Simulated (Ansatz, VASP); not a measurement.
One calculation of In, two programs

```
In
1.0
     3.33548    0.00000    0.00000
    -1.66774    2.88861    0.00000
     0.00000    0.00000   20.50914
In
3
Direct
  0.33333 0.66667 0.36569
  0.66667 0.33333 0.50000
  0.33333 0.66667 0.63431
```

Alike in both runs: task single point; functional PBE; k mesh 9 × 9 × 1; occupations fermi-dirac, width 0.05 eV; no spin polarisation.

|  | VASP | Ansatz |
| --- | --- | --- |
| version | VASP 6.6.1 | Ansatz 0.2.0 |
| potentials or method | VASP PAW PBE potentials, release 64 (In_d), cutoff 400 eV | all-electron LAPW, scalar-relativistic |

VASP gave:

| Item | Value |
| --- | --- |
| gap on the k mesh at the Fermi level (eV) | none |
| rms of the force components (eV/Å) | 0.029 |

Q: Which values does Ansatz return?

A: gap on the k mesh at the Fermi level (eV): none; rms of the force components (eV/Å): 0.028.

Atom by atom the forces differ by 0.001 eV/Å (rms over components). A gap of «none» marks a metal or a gap that the smearing closes. Ansatz ran all-electron here, and VASP with PAW potentials.
